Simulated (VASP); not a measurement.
# Sn (I4_1/amd) in VASP: further runs

The runs below take Sn through relaxation of cell and atoms, with PBE.

Everything below comes from runs of VASP 6.6.1. Logs are shortened: lines on timing, memory, paths and dates and some standing lists are left out, and cuts for length are marked.

### 1 The cell of the first run

Symmetry: I4_1/amd, No. 141, tetragonal system. The conventional cell has a = 4.646 Å, b = 4.646 Å, c = 2.555 Å, α = 90.00°, β = 90.00°, γ = 90.00°. Within 3.2 Å of Sn (site symmetry -4m2) lie 10 Sn at 2.41 to 3.01 Å.

### 2 Relaxation of cell and atoms, PBE, target pressure 180 GPa, at which the enthalpy is minimised

Contents of INCAR:

```
SYSTEM = Sn
ALGO = Normal
EDIFF = 1E-7
EDIFFG = -0.005
ENCUT = 600
GGA = PE
IBRION = 2
ISIF = 3
ISMEAR = -1
LASPH = .True.
LCHARG = .False.
LREAL = .False.
LWAVE = .False.
NELM = 80
NSW = 60
PREC = Accurate
PSTRESS = 1800.0
SIGMA = 0.08
```

Contents of KPOINTS:

```
k-points
0
Gamma
  17 17 17
  0 0 0
```

Contents of POSCAR:

```
Sn
1.0
   -2.3229369116      2.3229369116      1.2776153014
    2.3229369116     -2.3229369116      1.2776153014
    2.3229369116      2.3229369116     -1.2776153014
Sn
2
Direct
   -0.3750000000     -0.1250000000     -0.2500000000
    0.3750000000      0.1250000000      0.2500000000
```

Potentials or basis: VASP PAW PBE potentials, release 64 (Sn_d).

Run with:

```bash
> cat potpaw_PBE.64/Sn_d/POTCAR > POTCAR
> mpirun -np 1 vasp_std > vasp.out
```

OUTCAR:

```text
SYSTEM = Sn
   EDIFF = 1E-7
   EDIFFG = -0.005
   ENCUT = 600
   GGA = PE
   IBRION = 2
   ISIF = 3
   ISMEAR = -1
   LASPH = .True.
   LREAL = .False.
   NELM = 80
   NSW = 60
   PREC = Accurate
   PSTRESS = 1800.0

 ion  position               nearest neighbor table
   1  0.625  0.875  0.750-   2 2.41   2 2.41   2 2.41   2 2.41   2 3.01   2 3.01   2 3.01   2 3.01

   2  0.375  0.125  0.250-   1 2.41   1 2.41   1 2.41   1 2.41   1 3.01   1 3.01   1 3.01   1 3.01

  LATTYP: Found a body centered tetragonal cell.
 ALAT       =     4.6458738232
 C/A-ratio  =     0.5500000000

  Lattice vectors:

 A1 = (  -2.3229369116,   2.3229369116,   1.2776153014)
 A2 = (   2.3229369116,  -2.3229369116,   1.2776153014)
 A3 = (   2.3229369116,   2.3229369116,  -1.2776153014)

Analysis of symmetry for initial positions (statically):
=====================================================================
 Subroutine PRICEL returns:
 Original cell was already a primitive cell.

 Routine SETGRP: Setting up the symmetry group for a
 body centered tetragonal supercell.

 Subroutine GETGRP returns: Found 16 space group operations
 (whereof  4 operations were pure point group operations)
 out of a pool of 16 trial point group operations.

The static configuration has the point symmetry C_2h.
 The point group associated with its full space group is D_4h.

Analysis of symmetry for dynamics (positions and initial velocities):
=====================================================================
 Subroutine PRICEL returns:
 Original cell was already a primitive cell.

 Routine SETGRP: Setting up the symmetry group for a
 body centered tetragonal supercell.

 Subroutine GETGRP returns: Found 16 space group operations
 (whereof  4 operations were pure point group operations)
 out of a pool of 16 trial point group operations.

The dynamic configuration has the point symmetry C_2h.
 The point group associated with its full space group is D_4h.

 Subroutine INISYM returns: Found 16 space group operations
 (whereof  4 operations are pure point group operations),
 and found     1 'primitive' translations

----------------------------------------------------------------------------------------

                                     Primitive cell

  volume of cell :      27.5762

  direct lattice vectors                    reciprocal lattice vectors
[... 92 lines left out ...]
   NFREE  =      1    steps in history (QN), initial steepest desc. (CG)
   ISIF   =      3    stress and relaxation
   ISYM   =      2    0-nonsym 1-usesym 2-fastsym
   POTIM  = 0.5000    time-step for ionic-motion
   TEBEG  =    0.0;   TEEND  =   0.0 temperature during run
   PSTRESS= 1800.0 pullay stress
   NELECT =      28.0000    total number of electrons
   NUPDOWN=      -1.0000    fix difference up-down
   EMIN   =  10.00;   EMAX   =-10.00  energy-range for DOS
   EFERMI =   0.00;   METHOD = LEGACY
   ISMEAR =    -1;   SIGMA  =   0.08  broadening in eV -4-tet -1-fermi 0-gaus
   EFERMI_NEDOS =   21; number of points for ismear=-14 and -15
   IALGO  =     38    algorithm
   IMIX   =      4    mixing-type and parameters
     AMIX     =   0.40;   BMIX     =  1.00
     AMIX_MAG =   1.60;   BMIX_MAG =  1.00
  volume/ion in A,a.u.               =      13.79        93.05
  Fermi-wavevector in a.u.,A,eV,Ry     =   1.645442  3.109434 36.837486  2.707479
  Thomas-Fermi vector in A             =   2.735238
   LORBIT       =      0    0 simple, 1 ext, 2 COOP (PROOUT), +10 PAW based schemes
   GGA     = PE    functional components
   LHFCALC =     F    Hartree Fock is set to
   AEXX    =    0.0000 exact exchange contribution
   IVDW    =     0    specifies the selected vdW correction
   LEPSILON=     F    determine dielectric tensor
   LRPA    =     F    only Hartree local field effects (RPA)
 conjugate gradient relaxation of ions
 non-spin polarized calculation
  energy-cutoff  :      600.00
  volume of cell :       27.58
 maximum number of plane-waves:       943
   NGX = 15   NGY = 15   NGZ = 15

--------------------------------------- Ionic step        1  -------------------------------------------

 number of electron      28.0000001 magnetization

 Free energy of the ion-electron system (eV)
  ---------------------------------------------------
  ext. energy  EPLUGINS =         0.00000000
  ---------------------------------------------------
  free energy    TOTEN  =         1.41178648 eV

  energy without entropy =        1.42357317  energy(sigma->0) =        1.41767982

------------------------ aborting loop because EDIFF is reached ----------------------------------------

  FORCE on cell =-STRESS in cart. coord.  units (eV):
  Direction    XX          YY          ZZ          XY          YZ          ZX
  --------------------------------------------------------------------------------------
  -------------------------------------------------------------------------------------
  Total       34.8483659     34.8483659     32.6727904      0.0000000     -0.0000000     -0.0000000
  in kB     2024.6878404   2024.6878404   1898.2870419      0.0000000     -0.0000000     -0.0000000
  external PRESSURE =     182.5542409 kB  Pullay stress =    1800.0000000 kB
[... 215 lines left out ...]
--------------------------------------- Ionic step        7  -------------------------------------------

 number of electron      28.0000012 magnetization

 Free energy of the ion-electron system (eV)
  ---------------------------------------------------
  ext. energy  EPLUGINS =         0.00000000
  ---------------------------------------------------
  free energy    TOTEN  =         0.55907470 eV

  energy without entropy =        0.57056267  energy(sigma->0) =        0.56481868

 E-fermi :  19.6712     XC(G=0): -13.7904

 val. band max:       19.6710879313   @ k =  -0.1765  -0.4706   0.0588
 cond. band min:      19.6848849421   @ k =  -0.4118  -0.4118   0.3529
 fundamental gap:      0.0137970108
 Fermi energy:        19.6711546951

 k-point     1 :       0.0000    0.0000    0.0000
  band No.  band energies     occupation
      1      -5.0313      2.00000
      2      -4.6576      2.00000
      3      -4.5701      2.00000
      4      -4.4614      2.00000
      5      -3.3709      2.00000
      6      -3.3709      2.00000
[... 481 lines left out ...]
      5      -3.4324      2.00000
      6      -3.4114      2.00000
[... 10 lines left out ...]
     17      28.2184      0.00000
     18      29.4303      0.00000

 [... further k-points ...]

------------------------ aborting loop because EDIFF is reached ----------------------------------------

  FORCE on cell =-STRESS in cart. coord.  units (eV):
  Direction    XX          YY          ZZ          XY          YZ          ZX
  --------------------------------------------------------------------------------------
  -------------------------------------------------------------------------------------
  Total       31.7821382     31.7821382     31.7895286      0.0000000      0.0000000      0.0000000
  in kB     1800.1042735   1800.1042735   1800.5228602      0.0000000      0.0000000      0.0000000
  external PRESSURE =       0.2438024 kB  Pullay stress =    1800.0000000 kB
[... 21 lines left out ...]
  energy  without entropy=        0.5705626661  energy(sigma->0) =        0.56481868

  enthalpy is  TOTEN    =        32.3393718460 eV   P V=       31.7802971433

 reached required accuracy - stopping structural energy minimisation
```

CONTCAR:

```text
Sn
   1.00000000000000
    -2.3574422472015106    2.3574422472015106    1.2724886436421134
     2.3574422472015106   -2.3574422472015106    1.2724886436421134
     2.3574422472015106    2.3574422472015106   -1.2724886436421134
  Sn
     2
Direct
     0.6250000000000000    0.8750000000000000    0.7500000000000000
     0.3750000000000000    0.1250000000000000    0.2500000000000000

  0.00000000E+00  0.00000000E+00  0.00000000E+00
  0.00000000E+00  0.00000000E+00  0.00000000E+00
```

Wall time 14 min (1 thread of Intel Xeon 6975P-C (Granite Rapids), shared host); peak memory 0.34 GiB.

Results:

* Free energy: 0.5591 eV
* Relaxed volume: 14.14 Å³/atom
* Relaxed cell: a = 3.569 Å, b = 3.569 Å, c = 3.569 Å, α = 97.31°, β = 97.31°, γ = 138.22°
* Space group after relaxing (to 0.1 Å): I4_1/amd (No. 141)
* Energy change on relaxing (the run minimises the enthalpy): -426.4 meV/atom
* Ionic steps: 7
* Pressure after relaxing: 180.0 GPa
* Band gap on the k mesh: zero (bands 14 and 15 overlap by 8.81 eV)

The path:
```csv
step,energy change (eV),largest force (eV/Å),pressure (GPa),volume (Å³)
1,0.0000,0.0000,198.26,27.58
2,-5.4831,0.0000,81.98,34.31
3,-1.0079,0.0000,176.59,28.43
4,-0.9081,0.0000,178.72,28.34
5,-0.7453,0.0000,182.20,28.21
6,-0.8539,0.0000,179.99,28.29
7,-0.8527,0.0000,180.02,28.29
```

Final structure:
```
CELL_PARAMETERS angstrom
-2.35744 2.35744 1.27249
2.35744 -2.35744 1.27249
2.35744 2.35744 -1.27249
ATOMIC_POSITIONS crystal
Sn 0.62500 0.87500 0.75000
Sn 0.37500 0.12500 0.25000
```

Caveat: the cell is relaxed towards a set pressure, so the run minimises the enthalpy, not the energy; spin-orbit coupling is left out, which moves the levels of the heavy elements.

### 3 Relaxation of cell and atoms, PBE, target pressure 180 GPa, at which the enthalpy is minimised

This run uses another cell than the first one, of 14.14 Å³/atom.

Contents of INCAR:

```
ALGO     = Normal         # electronic algorithm
EDIFF    = 1E-6           # SCF threshold, eV
EDIFFG   = -0.005         # ionic threshold
ENCUT    = 600            # plane-wave cutoff, eV
GGA      = PE             # functional
IBRION   = 2              # ionic algorithm
ISIF     = 3              # what is computed and relaxed
ISMEAR   = -1             # smearing method
LASPH    = T              # aspherical terms in the spheres
LCHARG   = F              # write CHGCAR
LREAL    = F              # projectors in reciprocal space
LWAVE    = F              # write WAVECAR
NELM     = 80             # most SCF steps
NSW      = 32             # ionic steps
PREC     = Accurate       # precision mode
PSTRESS  = 1800.0       
SIGMA    = 0.08           # smearing width, eV
```

Contents of KPOINTS:

```
k-points
0
Gamma
  17 17 17
```

Contents of POSCAR:

```
Sn
1.0
   -2.3570481197      2.3570481197      1.2722271587
    2.3570481197     -2.3570481197      1.2722271587
    2.3570481197      2.3570481197     -1.2722271587
Sn
2
Direct
   -0.3750000000     -0.1250000000     -0.2500000000
    0.3750000000      0.1250000000      0.2500000000
```

Potentials or basis: VASP PAW PBE potentials, release 64 (Sn_d).

Run with:

```bash
> cat potpaw_PBE.64/Sn_d/POTCAR > POTCAR
> mpirun -np 1 vasp_std > vasp.out
```

Wall time 7.6 min (1 thread of Intel Xeon 6975P-C (Granite Rapids), shared host); peak memory 0.34 GiB.

Results (log left out):

| Property | Result |
| --- | --- |
| Free energy | 0.5537 eV |
| Relaxed volume | 14.15 Å³/atom |
| Relaxed cell | a = 3.569 Å, b = 3.569 Å, c = 3.569 Å, α = 97.31°, β = 97.31°, γ = 138.22° |
| Space group after relaxing (to 0.1 Å) | I4_1/amd (No. 141) |
| Energy change on relaxing (the run minimises the enthalpy) | -11.2 meV/atom |
| Ionic steps | 5 |
| Pressure after relaxing | 180.0 GPa |
| Band gap on the k mesh | zero (bands 14 and 15 overlap by 8.81 eV) |

Step by step:
```tsv
step	energy change (eV)	largest force (eV/Å)	pressure (GPa)	volume (Å³)
1	0.0000	0.0000	180.31	28.27
2	-0.1248	0.0000	177.70	28.38
3	-0.0161	0.0000	180.26	28.29
4	-0.0273	0.0000	179.79	28.30
5	-0.0224	0.0000	180.00	28.29
```

Final structure:
```
Sn
1.0
    -2.35756    2.35756    1.27257
     2.35756   -2.35756    1.27257
     2.35756    2.35756   -1.27257
Sn
2
Direct
  0.62500 0.87500 0.75000
  0.37500 0.12500 0.25000
```

Levels at points of the mesh, in eV from the Fermi level:
```csv
k point,band 10,band 11,band 12,band 13,band 14,band 15,band 16,band 17,band 18
"(0.00, 0.00, 0.00)",-22.06,-18.36,-4.81,-4.81,-1.39,1.49,8.64,8.64,12.47
```

Caveat: the cell is relaxed towards a set pressure, so the run minimises the enthalpy, not the energy; spin-orbit coupling is left out, which moves the levels of the heavy elements.
